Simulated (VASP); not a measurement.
# Lu (P6_3/mmc) in VASP: single point with PBE

Aim: the single point of Lu with PBE.

All numbers are computed with VASP 6.6.1; they aren't measurements. Logs are shortened: lines on timing, memory, paths and dates and some standing lists are left out, and cuts for length are marked.

**1. The cell of the first run**

It takes space group P6_3/mmc (No. 194, hexagonal). The conventional cell has a = 3.408 Å, b = 3.408 Å, c = 5.420 Å, α = 90.00°, β = 90.00°, γ = 120.00°. Within 4.4 Å of Lu (site symmetry -6m2) lie 12 Lu at 3.35 to 3.41 Å.

**2. Single point, PBE**

INCAR

```
SYSTEM = Lu
PREC     = Accurate       ! precision mode
ENCUT    = 520            ! plane-wave cutoff, eV
EDIFF    = 1E-6           ! SCF threshold, eV
ISMEAR   = 1              ! smearing method
SIGMA    = 0.0327         ! smearing width, eV
LREAL    = .FALSE.        ! projectors in reciprocal space
LASPH    = .TRUE.         ! aspherical terms in the spheres
NELM     = 100            ! most SCF steps
ALGO     = Normal         ! electronic algorithm
ISIF     = 2              ! what is computed and relaxed
LWAVE    = .FALSE.        ! write WAVECAR
LCHARG   = .TRUE.         ! write CHGCAR
GGA      = PE             ! functional
LELF     = .TRUE.         ! ELF
LVHAR    = .TRUE.       
NBANDS   = 32             ! bands
```

KPOINTS

```
Automatic mesh
0
G
  9 9 5
  0 0 0
```

POSCAR

```
Lu
1.0
    3.4081370000      0.0000000000      0.0000000000
   -1.7040690000      2.9515350000      0.0000000000
    0.0000000000      0.0000000000      5.4202130000
Lu
2
Direct
    0.3333300000      0.6666700000      0.2500000000
    0.6666600000      0.3333300000      0.7500000000
```

Potentials or basis: VASP PAW PBE potentials, release 64 (Lu).

The run is started by

```console
> cat potpaw_PBE.64/Lu/POTCAR > POTCAR
> mpirun -np 1 vasp_std > vasp.out
```

OUTCAR:

```text
SYSTEM = Lu
   PREC = Accurate
   ENCUT = 520
   EDIFF = 1E-6
   ISMEAR = 1
   LREAL = .FALSE.
   LASPH = .TRUE.
   NELM = 100
   ISIF = 2
   GGA = PE

 ion  position               nearest neighbor table
   1  0.333  0.667  0.250-   2 3.35   2 3.35   2 3.35   2 3.35   2 3.35   2 3.35
   2  0.667  0.333  0.750-   1 3.35   1 3.35   1 3.35   1 3.35   1 3.35   1 3.35

  LATTYP: Found a hexagonal cell.
 ALAT       =     3.4081370000
 C/A-ratio  =     1.5903741546

  Lattice vectors:

 A1 = (   3.4081370000,   0.0000000000,   0.0000000000)
 A2 = (  -1.7040690000,   2.9515350000,   0.0000000000)
 A3 = (   0.0000000000,   0.0000000000,   5.4202130000)

Analysis of symmetry for initial positions (statically):
=====================================================================
 Subroutine PRICEL returns:
 Original cell was already a primitive cell.

 Routine SETGRP: Setting up the symmetry group for a
 hexagonal supercell.

 Subroutine GETGRP returns: Found  8 space group operations
 (whereof  2 operations were pure point group operations)
 out of a pool of 24 trial point group operations.

The static configuration has the point symmetry C_2 .
 The point group associated with its full space group is D_2h.

Analysis of symmetry for dynamics (positions and initial velocities):
=====================================================================
 Subroutine PRICEL returns:
 Original cell was already a primitive cell.

 Routine SETGRP: Setting up the symmetry group for a
 hexagonal supercell.

 Subroutine GETGRP returns: Found  8 space group operations
 (whereof  2 operations were pure point group operations)
 out of a pool of 24 trial point group operations.

The dynamic configuration has the point symmetry C_2 .
 The point group associated with its full space group is D_2h.

 Subroutine INISYM returns: Found  8 space group operations
 (whereof  2 operations are pure point group operations),
 and found     1 'primitive' translations

----------------------------------------------------------------------------------------

                                     Primitive cell

  volume of cell :      54.5232

  direct lattice vectors                    reciprocal lattice vectors
     3.408137000  0.000000000  0.000000000     0.293415435  0.169403428  0.000000000
    -1.704069000  2.951535000  0.000000000     0.000000000  0.338806756  0.000000000
     0.000000000  0.000000000  5.420213000     0.000000000  0.000000000  0.184494595

  length of vectors
     3.408137000  3.408138790  5.420213000     0.338806934  0.338806756  0.184494595

  position of ions in fractional coordinates (direct lattice)
     0.333330000  0.666670000  0.250000000
     0.666660000  0.333330000  0.750000000

  ion indices of the primitive-cell ions
   primitive index   ion index
                 1           1
                 2           2

----------------------------------------------------------------------------------------

 KPOINTS: Automatic mesh

Automatic generation of k-mesh.
 Grid dimensions read from file:
 generate k-points for:    9    9    5

 Generating k-lattice:

  Cartesian coordinates                     Fractional coordinates (reciprocal lattice)
     0.032601715  0.018822603  0.000000000     0.111111111  0.000000000  0.000000000
     0.000000000  0.037645195  0.000000000     0.000000000  0.111111111  0.000000000
     0.000000000  0.000000000  0.036898919     0.000000000  0.000000000  0.200000000

  Length of vectors
     0.037645215  0.037645195  0.036898919

  Shift w.r.t. Gamma in fractional coordinates (k-lattice)
     0.000000000  0.000000000  0.000000000

 Subroutine IBZKPT returns following result:
 ===========================================

 Found     75 irreducible k-points:

 Following reciprocal coordinates:
            Coordinates               Weight
  0.000000  0.000000  0.000000      1.000000
  0.111111 -0.000000  0.000000      4.000000
  0.000000  0.111111  0.000000      2.000000
  0.222222  0.000000  0.000000      4.000000
  0.000000  0.222222  0.000000      2.000000
  0.333333  0.000000  0.000000      4.000000
[... 16 lines left out ...]
 -0.222222 -0.444444  0.000000      4.000000
  0.444444  0.333333  0.000000      4.000000
 [... further k-points ...]
   k-points           NKPTS =     75   k-points in BZ     NKDIM =     75   number of bands    NBANDS=     32
   number of dos      NEDOS =    301   number of ions     NIONS =      2
   total plane-waves  NPLWV =  31360
   dimension x,y,z NGX =    28 NGY =   28 NGZ =   40
   dimension x,y,z NGXF=    56 NGYF=   56 NGZF=   80
   ions per type =               2
   NGX,Y,Z   is equivalent  to a cutoff of  13.66, 13.66, 12.27 a.u.
   NGXF,Y,Z  is equivalent  to a cutoff of  27.32, 27.32, 24.54 a.u.
 SYSTEM =  Lu
   PREC   = accura    normal or accurate (medium, high low for compatibility)
   ISTART =      0    job   : 0-new  1-cont  2-samecut
   ICHARG =      2    charge: 1-file 2-atom 10-const
   ISPIN  =      1    spin polarized calculation?
   LNONCOLLINEAR =      F non collinear calculations
   LSORBIT =      F    spin-orbit coupling
   LASPH  =      T    aspherical Exc in radial PAW
   ENCUT  =  520.0 eV  38.22 Ry    6.18 a.u.   6.34  6.34 10.08*2*pi/ulx,y,z
   NELM   =    100;   NELMIN=  2; NELMDL= -5     # of ELM steps
   EDIFF  = 0.1E-05   stopping-criterion for ELM
   LREAL  =      F    real-space projection
   EDIFFG = 0.1E-04   stopping-criterion for IOM
   NSW    =      0    number of steps for IOM
   IBRION =     -1    ionic relax: 0-MD 1-quasi-New 2-CG
   NFREE  =      0    steps in history (QN), initial steepest desc. (CG)
   ISIF   =      2    stress and relaxation
   ISYM   =      2    0-nonsym 1-usesym 2-fastsym
   POTIM  = 0.5000    time-step for ionic-motion
   TEBEG  =    0.0;   TEEND  =   0.0 temperature during run
   PSTRESS=    0.0 pullay stress
   NELECT =      50.0000    total number of electrons
   NUPDOWN=      -1.0000    fix difference up-down
   EMIN   =  10.00;   EMAX   =-10.00  energy-range for DOS
   EFERMI =   0.00;   METHOD = LEGACY
   ISMEAR =     1;   SIGMA  =   0.03  broadening in eV -4-tet -1-fermi 0-gaus
   EFERMI_NEDOS =   21; number of points for ismear=-14 and -15
   IALGO  =     38    algorithm
   IMIX   =      4    mixing-type and parameters
     AMIX     =   0.40;   BMIX     =  1.00
     AMIX_MAG =   1.60;   BMIX_MAG =  1.00
  volume/ion in A,a.u.               =      27.26       183.97
  Fermi-wavevector in a.u.,A,eV,Ry     =   1.590515  3.005637 34.419167  2.529737
  Thomas-Fermi vector in A             =   2.689198
   LORBIT       =      0    0 simple, 1 ext, 2 COOP (PROOUT), +10 PAW based schemes
   GGA     = PE    functional components
   LHFCALC =     F    Hartree Fock is set to
   AEXX    =    0.0000 exact exchange contribution
   IVDW    =     0    specifies the selected vdW correction
   LEPSILON=     F    determine dielectric tensor
   LRPA    =     F    only Hartree local field effects (RPA)
 non-spin polarized calculation
 Methfessel and Paxton  Order N= 1 SIGMA  =   0.03
  energy-cutoff  :      520.00
  volume of cell :       54.52
 maximum number of plane-waves:      1485
 NGX is ok and might be reduce to    28
   NGX = 13   NGY = 13   NGZ = 21

 number of electron      50.0000016 magnetization

 Free energy of the ion-electron system (eV)
  ---------------------------------------------------
  ext. energy  EPLUGINS =         0.00000000
  ---------------------------------------------------
  free energy    TOTEN  =        -8.99416082 eV

  energy without entropy =       -8.99382378  energy(sigma->0) =       -8.99404847

 E-fermi :   2.5029     XC(G=0): -10.9842

 val. band max:        2.4963409576   @ k =  -0.1111  -0.4444   0.4000
 cond. band min:       2.5150304494   @ k =  -0.2222   0.1111   0.2000
 fundamental gap:      0.0186894918
 Fermi energy:         2.5028544312

 k-point     1 :       0.0000    0.0000    0.0000
  band No.  band energies     occupation
      1     -53.5581      2.00000
      2     -53.5131      2.00000
      3     -24.5756      2.00000
      4     -24.0392      2.00000
      5     -24.0392      2.00000
      6     -23.9442      2.00000
[... 24 lines left out ...]
     31       6.2115      0.00000
     32       6.2116      0.00000

 k-point     2 :       0.1111   -0.0000    0.0000
  band No.  band energies     occupation
      1     -53.5541      2.00000
      2     -53.5115      2.00000
      3     -24.5514      2.00000
      4     -24.0906      2.00000
      5     -24.0561      2.00000
      6     -23.9982      2.00000
[... 24 lines left out ...]
     31       5.8295      0.00000
     32       5.8985      0.00000

 k-point     3 :       0.0000    0.1111    0.0000
  band No.  band energies     occupation
      1     -53.5541      2.00000
      2     -53.5115      2.00000
      3     -24.5514      2.00000
      4     -24.0906      2.00000
      5     -24.0561      2.00000
      6     -23.9982      2.00000
[... 24 lines left out ...]
     31       5.8294      0.00000
     32       5.8986      0.00000

 k-point     4 :       0.2222    0.0000    0.0000
  band No.  band energies     occupation
      1     -53.5437      2.00000
      2     -53.5080      2.00000
      3     -24.4846      2.00000
      4     -24.2211      2.00000
      5     -24.1295      2.00000
      6     -24.0971      2.00000
[... 24 lines left out ...]
     31       6.2708      0.00000
     32       6.6797      0.00000

 k-point     5 :       0.0000    0.2222    0.0000
  band No.  band energies     occupation
      1     -53.5437      2.00000
      2     -53.5080      2.00000
      3     -24.4846      2.00000
      4     -24.2211      2.00000
      5     -24.1295      2.00000
      6     -24.0971      2.00000
[... 584 lines left out ...]
     31       7.8189      0.00000
     32       9.0503      0.00000

 k-point    22 :       0.3333    0.2222    0.0000
  band No.  band energies     occupation
      1     -53.5155      2.00000
      2     -53.5053      2.00000
      3     -24.4163      2.00000
      4     -24.3280      2.00000
      5     -24.2601      2.00000
      6     -24.2466      2.00000
[... 24 lines left out ...]
     31       8.1116      0.00000
     32       9.0621      0.00000

 k-point    23 :      -0.2222   -0.4444    0.0000
  band No.  band energies     occupation
      1     -53.5155      2.00000
      2     -53.5053      2.00000
      3     -24.4163      2.00000
      4     -24.3280      2.00000
      5     -24.2601      2.00000
      6     -24.2466      2.00000
[... 24 lines left out ...]
     31       8.1115      0.00000
     32       9.0625      0.00000

 k-point    24 :       0.4444    0.3333    0.0000
  band No.  band energies     occupation
      1     -53.5155      2.00000
      2     -53.5053      2.00000
      3     -24.4163      2.00000
      4     -24.3280      2.00000
      5     -24.2602      2.00000
      6     -24.2466      2.00000
[... 24 lines left out ...]
     31       8.1116      0.00000
     32       9.0622      0.00000

 [... further k-points ...]
[... 5 lines left out ...]
  --------------------------------------------------------------------------------------
  -------------------------------------------------------------------------------------
  Total        1.3445032      1.3447238      0.9072338     -0.0000002     -0.0000000      0.0000000
  in kB       39.5085503     39.5150332     26.6592835     -0.0000067     -0.0000000      0.0000000
  external PRESSURE =      35.2276223 kB  Pullay stress =       0.0000000 kB

 VOLUME and BASIS-vectors are now :
 -----------------------------------------------------------------------------
  energy-cutoff  :      520.00
  volume of cell :       54.52
      direct lattice vectors                 reciprocal lattice vectors
     3.408137000  0.000000000  0.000000000     0.293415435  0.169403428  0.000000000
    -1.704069000  2.951535000  0.000000000     0.000000000  0.338806756  0.000000000
     0.000000000  0.000000000  5.420213000     0.000000000  0.000000000  0.184494595

 POSITION                                       TOTAL-FORCE (eV/Angst)
 -----------------------------------------------------------------------------------
     -0.00002      1.96770      1.35505         0.000000     -0.000023      0.000000
      1.70405      0.98384      4.06516        -0.000000      0.000023     -0.000000
 -----------------------------------------------------------------------------------
    total drift:                                0.000000      0.000000      0.000000

  FREE ENERGIE OF THE ION-ELECTRON SYSTEM (eV)
  ---------------------------------------------------
  free  energy   TOTEN  =        -8.9941608234 eV

  energy  without entropy=       -8.9938237754  energy(sigma->0) =       -8.99404847
```

Wall time 3 min (1 thread of Oxide Virtual Turin-like, shared host); peak memory 0.22 GiB.

What came out:

- Free energy: -8.9942 eV
- Pressure: 3.5 GPa
- Band gap on the k mesh: zero (band 25 reaches 3.35 eV, above the bottom of band 26 at 1.89 eV)

Caveat: spin-orbit coupling is left out, which moves the levels of the heavy elements.
